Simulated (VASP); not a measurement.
# MgO (F-43m) in VASP: G0W0 quasiparticle levels with r2SCAN

Aim: the G0W0 quasiparticle levels of MgO with r2SCAN.

Everything below comes from runs of VASP 6.6.1. Logs are shortened: lines on timing, memory, paths and dates and some standing lists are left out, and cuts for length are marked.

**1. The cell of the first run**

It takes space group F-43m (No. 216, cubic). Conventional cell: a = 4.564 Å, b = 4.564 Å, c = 4.564 Å, α = 90.00°, β = 90.00°, γ = 90.00°. Mg (site symmetry -43m) has 4 O at 1.98 Å within 2.6 Å. O (site symmetry -43m) has 4 Mg at 1.98 Å within 2.6 Å.

**2. G0W0 quasiparticle levels, r2SCAN**

The input, POSCAR:

```
MgO
1.0
    0.0000000000      2.2820056601      2.2820056601
    2.2820056601      0.0000000000      2.2820056601
    2.2820056601      2.2820056601      0.0000000000
Mg O
1 1
Direct
    0.0000000000      0.0000000000      0.0000000000
    0.2500000000      0.2500000000      0.2500000000
```

The input, INCAR.step1:

```
SYSTEM = MgO
PREC = Accurate
ENCUT = 500
EDIFF = 1E-8
ISMEAR = 0
SIGMA = 0.01
LREAL = .FALSE.
LASPH = .TRUE.
NELM = 60
ALGO = Normal
LWAVE = .TRUE.
LCHARG = .FALSE.
METAGGA = R2SCAN
LMIXTAU = .TRUE.
```

The input, INCAR.step2:

```
SYSTEM = MgO
PREC = Accurate
ENCUT = 500
EDIFF = 1E-8
ISMEAR = 0
SIGMA = 0.01
LREAL = .FALSE.
LASPH = .TRUE.
NELM = 1
ALGO = Exact
LWAVE = .TRUE.
LCHARG = .FALSE.
METAGGA = R2SCAN
LMIXTAU = .TRUE.
NBANDS = 134
LOPTICS = .TRUE.
ISTART = 1
```

The input, INCAR.step3:

```
SYSTEM = MgO
PREC = Accurate
ENCUT = 500
EDIFF = 1E-8
ISMEAR = 0
SIGMA = 0.01
LREAL = .FALSE.
LASPH = .TRUE.
ALGO = EVGW0
LWAVE = .FALSE.
LCHARG = .FALSE.
METAGGA = R2SCAN
LMIXTAU = .TRUE.
NELMGW = 1
NBANDS = 134
ENCUTGW = 180.0
NOMEGA = 96
PRECFOCK = Fast
ISTART = 1
NBANDSGW = 12
OMEGAMAX = 20
```

The input, KPOINTS:

```
regular mesh
0
G
  6 6 6
  0 0 0
```

Potentials or basis: VASP PAW PBE potentials, release 64 (Mg_GW, O_GW).

The run is started by

```bash
> cat potpaw_PBE.64/Mg_GW/POTCAR potpaw_PBE.64/O_GW/POTCAR > POTCAR
> cp INCAR.step1 INCAR
> mpirun -np 1 vasp_std > vasp.out
> cp INCAR.step2 INCAR
> mpirun -np 1 vasp_std > vasp.out
> cp INCAR.step3 INCAR
> mpirun -np 1 vasp_std > vasp.out
```

OUTCAR:

```text
SYSTEM = MgO
   PREC = Accurate
   ENCUT = 500
   EDIFF = 1E-8
   ISMEAR = 0
   LREAL = .FALSE.
   LASPH = .TRUE.
   METAGGA = R2SCAN
   NELMGW = 1
   ENCUTGW = 180.0
   PRECFOCK = Fast
   ISTART = 1

 ion  position               nearest neighbor table
   1  0.000  0.000  0.000-   2 1.98   2 1.98   2 1.98   2 1.98
   2  0.250  0.250  0.250-   1 1.98   1 1.98   1 1.98   1 1.98

  LATTYP: Found a face centered cubic cell.
 ALAT       =     4.5640113202

  Lattice vectors:

 A1 = (   0.0000000000,   2.2820056601,   2.2820056601)
 A2 = (   2.2820056601,   0.0000000000,   2.2820056601)
 A3 = (   2.2820056601,   2.2820056601,   0.0000000000)

Analysis of symmetry for initial positions (statically):
=====================================================================
 Subroutine PRICEL returns:
 Original cell was already a primitive cell.

 Routine SETGRP: Setting up the symmetry group for a
 face centered cubic supercell.

 Subroutine GETGRP returns: Found 24 space group operations
 (whereof 24 operations were pure point group operations)
 out of a pool of 48 trial point group operations.

The static configuration has the point symmetry T_d .

Analysis of symmetry for dynamics (positions and initial velocities):
=====================================================================
 Subroutine PRICEL returns:
 Original cell was already a primitive cell.

 Routine SETGRP: Setting up the symmetry group for a
 face centered cubic supercell.

 Subroutine GETGRP returns: Found 24 space group operations
 (whereof 24 operations were pure point group operations)
 out of a pool of 48 trial point group operations.

The dynamic configuration has the point symmetry T_d .

 Subroutine INISYM returns: Found 24 space group operations
 (whereof 24 operations are pure point group operations),
 and found     1 'primitive' translations

----------------------------------------------------------------------------------------

                                     Primitive cell

  volume of cell :      23.7673

  direct lattice vectors                    reciprocal lattice vectors
     0.000000000  2.282005660  2.282005660    -0.219105504  0.219105504  0.219105504
     2.282005660  0.000000000  2.282005660     0.219105504 -0.219105504  0.219105504
     2.282005660  2.282005660  0.000000000     0.219105504  0.219105504 -0.219105504

  length of vectors
     3.227243354  3.227243354  3.227243354     0.379501865  0.379501865  0.379501865

  position of ions in fractional coordinates (direct lattice)
     0.000000000  0.000000000  0.000000000
     0.250000000  0.250000000  0.250000000

  ion indices of the primitive-cell ions
   primitive index   ion index
                 1           1
                 2           2

----------------------------------------------------------------------------------------

 KPOINTS: regular mesh

Automatic generation of k-mesh.
 Grid dimensions read from file:
 generate k-points for:    6    6    6

 Generating k-lattice:

  Cartesian coordinates                     Fractional coordinates (reciprocal lattice)
    -0.036517584  0.036517584  0.036517584     0.166666667  0.000000000  0.000000000
     0.036517584 -0.036517584  0.036517584     0.000000000  0.166666667  0.000000000
     0.036517584  0.036517584 -0.036517584     0.000000000  0.000000000  0.166666667

  Length of vectors
     0.063250311  0.063250311  0.063250311

  Shift w.r.t. Gamma in fractional coordinates (k-lattice)
     0.000000000  0.000000000  0.000000000

 Subroutine IBZKPT returns following result:
 ===========================================

 Found     16 irreducible k-points:

 Following reciprocal coordinates:
            Coordinates               Weight
  0.000000  0.000000  0.000000      1.000000
  0.166667  0.000000  0.000000      8.000000
  0.333333  0.000000  0.000000      8.000000
  0.500000  0.000000  0.000000      4.000000
  0.166667  0.166667  0.000000      6.000000
  0.333333  0.166667  0.000000     24.000000
[... 8 lines left out ...]
 -0.333333  0.333333  0.166667     24.000000
 -0.333333  0.500000  0.166667     12.000000
   k-points           NKPTS =     16   k-points in BZ     NKDIM =    216   number of bands    NBANDS=    134
   number of dos      NEDOS =    301   number of ions     NIONS =      2
   total plane-waves  NPLWV =  13824
   dimension x,y,z NGX =    24 NGY =   24 NGZ =   24
   dimension x,y,z NGXF=    48 NGYF=   48 NGZF=   48
   ions per type =               1   1
   NGX,Y,Z   is equivalent  to a cutoff of  12.36, 12.36, 12.36 a.u.
   NGXF,Y,Z  is equivalent  to a cutoff of  24.73, 24.73, 24.73 a.u.
 SYSTEM =  MgO
   PREC   = accura    normal or accurate (medium, high low for compatibility)
   ISTART =      1    job   : 0-new  1-cont  2-samecut
   ICHARG =      0    charge: 1-file 2-atom 10-const
   ISPIN  =      1    spin polarized calculation?
   LNONCOLLINEAR =      F non collinear calculations
   LSORBIT =      F    spin-orbit coupling
   LASPH  =      T    aspherical Exc in radial PAW
   ENCUT  =  500.0 eV  36.75 Ry    6.06 a.u.   5.88  5.88  5.88*2*pi/ulx,y,z
   NELM   =     60;   NELMIN=  2; NELMDL=  0     # of ELM steps
   EDIFF  = 0.1E-07   stopping-criterion for ELM
   LREAL  =      F    real-space projection
   EDIFFG = 0.1E-06   stopping-criterion for IOM
   NSW    =      0    number of steps for IOM
   IBRION =     -1    ionic relax: 0-MD 1-quasi-New 2-CG
   NFREE  =      0    steps in history (QN), initial steepest desc. (CG)
   ISIF   =      0    stress and relaxation
   ISYM   =      3    0-nonsym 1-usesym 2-fastsym
   POTIM  = 0.5000    time-step for ionic-motion
   TEBEG  =    0.0;   TEEND  =   0.0 temperature during run
   PSTRESS=    0.0 pullay stress
   NELECT =       8.0000    total number of electrons
   NUPDOWN=      -1.0000    fix difference up-down
   EMIN   =  10.00;   EMAX   =-10.00  energy-range for DOS
   EFERMI =   0.00;   METHOD = LEGACY
   ISMEAR =     0;   SIGMA  =   0.01  broadening in eV -4-tet -1-fermi 0-gaus
   EFERMI_NEDOS =   21; number of points for ismear=-14 and -15
   IALGO  =     38    algorithm
   IMIX   =      4    mixing-type and parameters
     AMIX     =   0.40;   BMIX     =  1.00
     AMIX_MAG =   1.60;   BMIX_MAG =  1.00
  volume/ion in A,a.u.               =      11.88        80.19
  Fermi-wavevector in a.u.,A,eV,Ry     =   1.138793  2.152007 17.644708  1.296849
  Thomas-Fermi vector in A             =   2.275497
   LORBIT       =      0    0 simple, 1 ext, 2 COOP (PROOUT), +10 PAW based schemes
   METAGGA = R2SCAN    functional components
   LHFCALC =     T    Hartree Fock is set to
   PRECFOCK=fast      Normal, Fast or Accurate (Low or Medium for compatibility)
   ENCUT4O =  -1.0   cutoff for four orbital integrals eV
   NKREDX  =     1    reduce k-point grid by
   NKREDY  =     1    reduce k-point grid by
   NKREDZ  =     1    reduce k-point grid by
   AEXX    =    1.0000 exact exchange contribution
   HFSCREEN=    0.0000 screening length (either q_TF or 0.3 A-1)
   HFSCREENC=   0.0000 screening length for correlation (either q_TF or 0.3 A-1)
   ENCUTFOCK=  -1.0 apply spherical cutoff to Coloumb kernel
   IVDW    =     0    specifies the selected vdW correction
   LEPSILON=     F    determine dielectric tensor
   LRPA    =     F    only Hartree local field effects (RPA)
   LRPAFORCE           =     F    calculate RPA forces
   ENCUTGW             = 180.0    cutoff for response function in eV
   ENCUTGWSOFT         = 144.0    soft cutoff for Coulomb kernel in GW response function in eV
   ENCUTLF             =  -1.0    cutoff for local field effects
   NELMGW              =     1    number of iterations in solving QP/BSE equation
   NELMHF              =     1    number of iterations in the inner HF iteration
   NKREDLFX            =     1    NKREDLFY  =   1   NKREDLFZ  =   1
 non-spin polarized calculation
 Gauss-broadening in eV      SIGMA  =   0.01
  energy-cutoff  :      500.00
  volume of cell :       23.77
 maximum number of plane-waves:       620
  NGX = 14; NGY = 14; NGZ = 14
   NGX = 11   NGY = 11   NGZ = 11
 maximum number of plane-waves:       138

 QP shifts <psi_nk| G(iteration)W_0 |psi_nk>: iteration 1
 for sc-GW calculations column KS-energies equals QP-energies in previous step
 and V_xc(KS)=  KS-energies - (<T + V_ion + V_H > + <T+V_H+V_ion>^1  + <V_x>^1)

 k-point   1 :       0.0000    0.0000    0.0000
  band No.  KS-energies  QP-energies   sigma(KS)   V_xc(KS)     V^pw_x(r,r')   Z            occupation Imag(sigma)

      1     -16.4894     -17.8108     -22.0705     -20.2396     -30.4548       0.7217       2.0000       1.0486
      2       0.3510      -0.8332     -21.0427     -19.5144     -24.6868       0.7749       2.0000       0.0456
      3       0.3510      -0.8332     -21.0427     -19.5144     -24.6868       0.7749       2.0000       0.0456
      4       0.3510      -0.8332     -21.0427     -19.5144     -24.6868       0.7749       2.0000       0.0456
      5       4.6746       5.4926      -8.4895      -9.4577      -5.5879       0.8448       0.0000      -0.0386
      6      18.2332      19.1482      -6.7355      -7.8468      -2.6270       0.8234       0.0000      -0.1064
      7      18.2332      19.1482      -6.7355      -7.8468      -2.6270       0.8234       0.0000      -0.1064
      8      18.2332      19.1482      -6.7355      -7.8468      -2.6270       0.8234       0.0000      -0.1064
      9      21.7593      22.7524      -6.9836      -8.1897      -2.6653       0.8234       0.0000      -0.2334
     10      21.7593      22.7524      -6.9836      -8.1897      -2.6653       0.8234       0.0000      -0.2334
     11      21.8672      22.3075      -6.9898      -7.5456      -2.0037       0.7923       0.0000      -0.5788
     12      21.8672      22.3075      -6.9898      -7.5456      -2.0037       0.7923       0.0000      -0.5788

 k-point   2 :       0.1667    0.0000    0.0000
  band No.  KS-energies  QP-energies   sigma(KS)   V_xc(KS)     V^pw_x(r,r')   Z            occupation Imag(sigma)
[... 225 lines left out ...]
      1     -15.6508     -16.8761     -23.1068     -21.3652     -31.3995       0.7035       2.0000       0.8782
      2      -1.7670      -3.2779     -18.5699     -16.5724     -22.3296       0.7564       2.0000       0.0662
      3      -0.8817      -2.2868     -19.5654     -17.7214     -23.2847       0.7620       2.0000       0.0559
      4      -0.6163      -2.0021     -19.5612     -17.7511     -23.1957       0.7656       2.0000       0.0524
      5       8.3451       9.1477      -7.3963      -8.3587      -4.0250       0.8339       0.0000      -0.0510
      6      12.8668      13.8722      -9.2228     -10.4638      -5.4290       0.8102       0.0000      -0.0736
      7      15.4724      16.7492      -9.7418     -11.3385      -5.5358       0.7997       0.0000      -0.1386
      8      15.8806      16.7837      -7.7354      -8.8557      -3.3699       0.8060       0.0000      -0.2097
      9      20.0069      20.8352      -7.5134      -8.5575      -2.8378       0.7933       0.0000      -0.3001
     10      24.4395      25.1081      -6.7882      -7.6123      -2.0046       0.8114       0.0000      -0.4581
     11      25.3610      26.6861      -8.6501     -10.1464      -3.6928       0.8856       0.0000      -0.7887
     12      28.5517      29.8478      -8.7112     -10.2496      -3.5984       0.8426       0.0000      -0.7920
```

Wall time 2.8 min (1 thread of Intel Xeon 6975P-C (Granite Rapids), shared host); peak memory 0.57 GiB.

Results:

* Quasiparticle gap: 6.33 eV
* Least direct quasiparticle gap: 6.33 eV
* Band gap of the starting levels on the mesh: 4.32 eV
* Least direct gap of the starting levels on the mesh: 4.32 eV

Caveat: the k points lie up to 0.40 Å⁻¹ apart; bands, screening cutoff and mesh are small and nothing is extrapolated, so the quasiparticle values aren't converged; the structure was generated, so it needn't be the stable form of MgO.
